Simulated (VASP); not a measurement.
# Tl in VASP: single point with RPBE

Aim: the single point of Tl with RPBE.

All numbers are computed with VASP 6.6.1; they aren't measurements. Logs are shortened: lines on timing, memory, paths and dates and some standing lists are left out, and cuts for length are marked.

## Step 1: The cell of the first run

The cell holds a slab with vacuum, 2 atoms: a = 3.472 Å, b = 3.369 Å, c = 19.854 Å, α = 90.00°, β = 90.00°, γ = 120.72°.

## Step 2: Single point, RPBE

Input file POSCAR:

```
Tl
1.0
    3.4716940000      0.0000000000      0.0000000000
   -1.7211930000      2.8961690000      0.0000000000
    0.0000000000      0.0000000000     19.8537118000
Tl
2
Direct
    0.5430220000      0.8190270000      0.5718684700
    0.6674630000      0.3144780000      0.4281315300
```

Input file INCAR.step1:

```
  ALGO = Normal
  DIPOL = 0.5 0.5 0.500
  EDIFF = 1E-6
  EFIELD = 0.045
  ENCUT = 520
  GGA = RP
  IDIPOL = 3
  ISIF = 2
  ISMEAR = -1
  LASPH = T
  LCHARG = T
  LDIPOL = T
  LREAL = F
  LWAVE = F
  NBANDS = 20
  NELM = 60
  PREC = Accurate
  SIGMA = 0.0379
```

Input file KPOINTS.step1:

```
Automatic mesh
0
Gamma
  6 6 1
  0.5 0.5 0
```

Input file INCAR.step2:

```
  ALGO = Normal
  DIPOL = 0.5 0.5 0.500
  EDIFF = 1E-6
  EFIELD = 0.045
  ENCUT = 520
  GGA = RP
  ICHARG = 11
  IDIPOL = 3
  ISIF = 2
  ISMEAR = -5
  LASPH = T
  LCHARG = F
  LDIPOL = T
  LORBIT = 11
  LREAL = F
  LWAVE = F
  NBANDS = 20
  NEDOS = 2001
  NELM = 60
  PREC = Accurate
  SIGMA = 0.0379
```

Input file KPOINTS.step2:

```
k-points
0
Gamma
  9 9 1
```

Potentials or basis: VASP PAW PBE potentials, release 64 (Tl_d).

The run is started by

```sh
cat potpaw_PBE.64/Tl_d/POTCAR > POTCAR
cp INCAR.step1 INCAR
cp KPOINTS.step1 KPOINTS
mpirun -np 1 vasp_std > vasp.out
cp INCAR.step2 INCAR
cp KPOINTS.step2 KPOINTS
mpirun -np 1 vasp_std > vasp.out
```

OUTCAR:

```text
EDIFF = 1E-6
   ENCUT = 520
   GGA = RP
   ICHARG = 11
   ISIF = 2
   ISMEAR = -5
   LASPH = T
   LORBIT = 11
   LREAL = F
   NELM = 60
   PREC = Accurate

 ion  position               nearest neighbor table
   1  0.543  0.819  0.572-   2 3.22   2 3.46   2 3.87
   2  0.667  0.314  0.428-   1 3.22   1 3.46   1 3.87

  Warning from LATTYP: Monoclinic adjustment (A1->A3, A2->A1, A3->A2)!
  Warning from LATTYP: Got some problem with cell dimensions!
  Tried to take original basis but could not verify dimensions!
  LATTYP: Found a simple monoclinic cell.
 ALAT       =     3.3690206618
 B/A-ratio  =     5.8930216798
 C/A-ratio  =     1.0044721899
 COS(beta)  =    -0.4714337418

  Lattice vectors:

 A1 = (  -1.7211930000,   2.8961690000,   0.0000000000)
 A2 = (   0.0000000000,   0.0000000000, -19.8537118000)
 A3 = (  -1.7505010000,  -2.8961690000,   0.0000000000)

Analysis of symmetry for initial positions (statically):
=====================================================================
 Subroutine PRICEL returns:
 Original cell was already a primitive cell.

 Routine SETGRP: Setting up the symmetry group for a
 simple monoclinic supercell.

 Subroutine GETGRP returns: Found  2 space group operations
 (whereof  1 operations were pure point group operations)
 out of a pool of  4 trial point group operations.

The static configuration has the point symmetry C_1 .
 The point group associated with its full space group is S_2 .

Analysis of symmetry for dynamics (positions and initial velocities):
=====================================================================
 An external electric field (EFIELD) may reduce the allowed symmetry operations
 Subroutine PRICEL returns:
 Original cell was already a primitive cell.

 Routine SETGRP: Setting up the symmetry group for a
 simple monoclinic supercell.

 Subroutine GETGRP returns: Found  1 space group operations
 (whereof  1 operations were pure point group operations)
 out of a pool of  4 trial point group operations.

The dynamic configuration has the point symmetry C_1 .

 Subroutine INISYM returns: Found  1 space group operations
 (whereof  1 operations are pure point group operations),
 and found     1 'primitive' translations

----------------------------------------------------------------------------------------

                                     Primitive cell

  volume of cell :     199.6214

  direct lattice vectors                    reciprocal lattice vectors
     3.471694000  0.000000000  0.000000000     0.288043820  0.171184418  0.000000000
    -1.721193000  2.896169000  0.000000000     0.000000000  0.345283718  0.000000000
     0.000000000  0.000000000 19.853711800     0.000000000  0.000000000  0.050368415

  length of vectors
     3.471694000  3.369020662 19.853711800     0.335072152  0.345283718  0.050368415

  position of ions in fractional coordinates (direct lattice)
     0.543022000  0.819027000  0.571868470
     0.667463000  0.314478000  0.428131530

  ion indices of the primitive-cell ions
   primitive index   ion index
                 1           1
                 2           2

----------------------------------------------------------------------------------------

 KPOINTS: k-points

Automatic generation of k-mesh.
 Grid dimensions read from file:
 generate k-points for:    9    9    1

 Generating k-lattice:

  Cartesian coordinates                     Fractional coordinates (reciprocal lattice)
     0.032004869  0.019020491  0.000000000     0.111111111  0.000000000  0.000000000
     0.000000000  0.038364858  0.000000000     0.000000000  0.111111111  0.000000000
     0.000000000  0.000000000  0.050368415     0.000000000  0.000000000  1.000000000

  Length of vectors
     0.037230239  0.038364858  0.050368415

  Shift w.r.t. Gamma in fractional coordinates (k-lattice)
     0.000000000  0.000000000  0.000000000

 TETIRR: Found    240 inequivalent tetrahedra from      486

 Subroutine IBZKPT returns following result:
 ===========================================

 Found     41 irreducible k-points:

 Following reciprocal coordinates:
            Coordinates               Weight
  0.000000  0.000000  0.000000      1.000000
  0.111111  0.000000  0.000000      2.000000
  0.222222 -0.000000  0.000000      2.000000
  0.333333 -0.000000  0.000000      2.000000
  0.444444 -0.000000  0.000000      2.000000
  0.000000  0.111111  0.000000      2.000000
[... 16 lines left out ...]
 -0.111111  0.222222  0.000000      2.000000
  0.000000  0.333333  0.000000      2.000000
 [... further k-points ...]
   k-points           NKPTS =     41   k-points in BZ     NKDIM =     41   number of bands    NBANDS=     20
   number of dos      NEDOS =   2001   number of ions     NIONS =      2
   total plane-waves  NPLWV = 117600
   dimension x,y,z NGX =    28 NGY =   28 NGZ =  150
   dimension x,y,z NGXF=    56 NGYF=   56 NGZF=  300
   ions per type =               2
   NGX,Y,Z   is equivalent  to a cutoff of  13.41, 13.82, 12.56 a.u.
   NGXF,Y,Z  is equivalent  to a cutoff of  26.82, 27.63, 25.12 a.u.
 SYSTEM =  unknown system
   PREC   = accura    normal or accurate (medium, high low for compatibility)
   ISTART =      0    job   : 0-new  1-cont  2-samecut
   ICHARG =     11    charge: 1-file 2-atom 10-const
   ISPIN  =      1    spin polarized calculation?
   LNONCOLLINEAR =      F non collinear calculations
   LSORBIT =      F    spin-orbit coupling
   LASPH  =      T    aspherical Exc in radial PAW
   ENCUT  =  520.0 eV  38.22 Ry    6.18 a.u.   6.46  6.26 36.91*2*pi/ulx,y,z
   NELM   =     60;   NELMIN=  2; NELMDL=  0     # of ELM steps
   EDIFF  = 0.1E-05   stopping-criterion for ELM
   LREAL  =      F    real-space projection
   EDIFFG = 0.1E-04   stopping-criterion for IOM
   NSW    =      0    number of steps for IOM
   IBRION =     -1    ionic relax: 0-MD 1-quasi-New 2-CG
   NFREE  =      0    steps in history (QN), initial steepest desc. (CG)
   ISIF   =      2    stress and relaxation
   ISYM   =      2    0-nonsym 1-usesym 2-fastsym
   POTIM  = 0.5000    time-step for ionic-motion
   TEBEG  =    0.0;   TEEND  =   0.0 temperature during run
   PSTRESS=    0.0 pullay stress
   NELECT =      26.0000    total number of electrons
   NUPDOWN=      -1.0000    fix difference up-down
   EMIN   =  10.00;   EMAX   =-10.00  energy-range for DOS
   EFERMI =   0.00;   METHOD = LEGACY
   ISMEAR =    -5;   SIGMA  =   0.04  broadening in eV -4-tet -1-fermi 0-gaus
   EFERMI_NEDOS =   21; number of points for ismear=-14 and -15
   IALGO  =     38    algorithm
   IMIX   =      4    mixing-type and parameters
     AMIX     =   0.40;   BMIX     =  1.00
     AMIX_MAG =   1.60;   BMIX_MAG =  1.00
  volume/ion in A,a.u.               =      99.81       673.56
  Fermi-wavevector in a.u.,A,eV,Ry     =   0.829845  1.568179  9.369551  0.688643
  Thomas-Fermi vector in A             =   1.942461
   LORBIT       =     11    0 simple, 1 ext, 2 COOP (PROOUT), +10 PAW based schemes
   GGA     = RP    functional components
   LHFCALC =     F    Hartree Fock is set to
   AEXX    =    0.0000 exact exchange contribution
   IVDW    =     0    specifies the selected vdW correction
   LEPSILON=     F    determine dielectric tensor
   LRPA    =     F    only Hartree local field effects (RPA)
 non-spin polarized calculation
 Fermi weights with tetrahedron method with Bloechl corrections
  energy-cutoff  :      520.00
  volume of cell :      199.62
 maximum number of plane-waves:      5405
 NGX is ok and might be reduce to    28

 number of electron      25.9999997 magnetization

 dipolmoment           0.000000      0.000000      0.015890 electrons x Angstroem

 Free energy of the ion-electron system (eV)
  ---------------------------------------------------
  ext. energy  EPLUGINS =         0.00000000
  ---------------------------------------------------
  free energy    TOTEN  =        -3.38547783 eV

  energy without entropy =       -3.38547783  energy(sigma->0) =       -3.38547783

 E-fermi :  -0.6519     XC(G=0):  -3.6567

 val. band max:       -0.5354197467   @ k =  -0.2222   0.4444   0.0000
 cond. band min:      -0.6122781394   @ k =   0.3333   0.3333   0.0000
 fundamental gap:     -0.0768583927
 Fermi energy:        -0.6519244858

 k-point     1 :       0.0000    0.0000    0.0000
  band No.  band energies     occupation
      1     -12.5140      2.00000
      2     -12.4831      2.00000
      3     -12.3280      2.00000
      4     -12.3188      2.00000
      5     -12.2315      2.00000
      6     -12.2067      2.00000
[... 12 lines left out ...]
     19       6.1206      0.00000
     20       8.3124      0.00000

 k-point     2 :       0.1111    0.0000    0.0000
  band No.  band energies     occupation
      1     -12.4981      2.00000
      2     -12.4457      2.00000
      3     -12.3402      2.00000
      4     -12.2823      2.00000
      5     -12.1975      2.00000
      6     -12.1763      2.00000
[... 12 lines left out ...]
     19       5.9486      0.00000
     20       6.3512      0.00000

 k-point     3 :       0.2222   -0.0000    0.0000
  band No.  band energies     occupation
      1     -12.5183      2.00000
      2     -12.3957      2.00000
      3     -12.3669      2.00000
      4     -12.2472      2.00000
      5     -12.1588      2.00000
      6     -12.1251      2.00000
[... 12 lines left out ...]
     19       4.5207      0.00000
     20       6.4154      0.00000

 k-point     4 :       0.3333   -0.0000    0.0000
  band No.  band energies     occupation
      1     -12.5779      2.00000
      2     -12.4619      2.00000
      3     -12.3651      2.00000
      4     -12.3176      2.00000
      5     -12.1660      2.00000
      6     -12.0950      2.00000
[... 12 lines left out ...]
     19       5.4486      0.00000
     20       5.5037      0.00000

 k-point     5 :       0.4444   -0.0000    0.0000
  band No.  band energies     occupation
      1     -12.6221      2.00000
      2     -12.5072      2.00000
      3     -12.4438      2.00000
      4     -12.3085      2.00000
      5     -12.1817      2.00000
      6     -12.0956      2.00000
[... 12 lines left out ...]
     19       5.9792      0.00000
     20       6.3687      0.00000
[... 353 lines left out ...]
      6     -12.1328      2.00000
[... 12 lines left out ...]
     19       4.8632      0.00000
     20       5.1125      0.00000

 k-point    22 :      -0.2222    0.2222    0.0000
  band No.  band energies     occupation
      1     -12.4608      2.00000
      2     -12.4411      2.00000
      3     -12.3599      2.00000
      4     -12.2804      2.00000
      5     -12.1627      2.00000
      6     -12.0860      2.00000
[... 12 lines left out ...]
     19       4.6263      0.00000
     20       6.3930      0.00000

 k-point    23 :      -0.1111    0.2222    0.0000
  band No.  band energies     occupation
      1     -12.4562      2.00000
      2     -12.3933      2.00000
      3     -12.3227      2.00000
      4     -12.2710      2.00000
      5     -12.1859      2.00000
      6     -12.1411      2.00000
[... 12 lines left out ...]
     19       5.6323      0.00000
     20       6.2175      0.00000

 k-point    24 :       0.0000    0.3333    0.0000
  band No.  band energies     occupation
      1     -12.5398      2.00000
      2     -12.4322      2.00000
      3     -12.3847      2.00000
      4     -12.3366      2.00000
      5     -12.1503      2.00000
      6     -12.0236      2.00000
[... 12 lines left out ...]
     19       5.2619      0.00000
     20       5.6409      0.00000

 [... further k-points ...]

------------------------ aborting loop because EDIFF is reached ----------------------------------------

 vacuum level on the upper side and lower side of the slab       (xc-potential included)        -0.373         0.236

  FORCE on cell =-STRESS in cart. coord.  units (eV):
  Direction    XX          YY          ZZ          XY          YZ          ZX
  --------------------------------------------------------------------------------------
  -------------------------------------------------------------------------------------
  Total        0.5126284      1.0281282      0.5984359      0.2684363     -0.1417363      0.1279037
  in kB        4.1143974      8.2518402      4.8030951      2.1544911     -1.1375874      1.0265656
  external PRESSURE =       5.7231109 kB  Pullay stress =       0.0000000 kB

 VOLUME and BASIS-vectors are now :
 -----------------------------------------------------------------------------
  energy-cutoff  :      520.00
  volume of cell :      199.62
      direct lattice vectors                 reciprocal lattice vectors
     3.471694000  0.000000000  0.000000000     0.288043820  0.171184418  0.000000000
    -1.721193000  2.896169000  0.000000000     0.000000000  0.345283718  0.000000000
     0.000000000  0.000000000 19.853711800     0.000000000  0.000000000  0.050368415

 POSITION                                       TOTAL-FORCE (eV/Angst)
 -----------------------------------------------------------------------------------
      0.47550      2.37204     11.35371         0.014301     -0.056430      0.319683
      1.77595      0.91078      8.50000        -0.014301      0.056430     -0.319683
 -----------------------------------------------------------------------------------
    total drift:                               -0.000085      0.000092      0.000123

  FREE ENERGIE OF THE ION-ELECTRON SYSTEM (eV)
  ---------------------------------------------------
  free  energy   TOTEN  =        -3.3854778265 eV

  energy  without entropy=       -3.3854778265  energy(sigma->0) =       -3.38547783

 vacuum level on the upper side and lower side of the slab         2.641         3.243

 total charge

# of ion       s       p       d       tot
------------------------------------------
    1        1.190   0.373   9.640  11.203
    2        1.190   0.372   9.640  11.202
--------------------------------------------------
tot          2.380   0.745  19.280  22.405
```

It took 3.4 min on 1 thread of Oxide Virtual Turin-like, shared host; peak memory 0.33 GiB.

What came out:

```yaml
Valence_electrons_inside_the_program's_atomic_spheres: Tl 11.20
```

Levels at points of the mesh, in eV from the Fermi level:
| k point | band 11 | band 12 | band 13 | band 14 | band 15 | band 16 |
| --- | --- | --- | --- | --- | --- | --- |
| (0.00, 0.00, 0.00) | -9.30 | -7.09 | -1.52 | 1.91 | 3.18 | 4.08 |

Caveat: the PAW data sets were made with another functional, which shifts forces and pressure a little; spin-orbit coupling is left out, which moves the levels of the heavy elements.
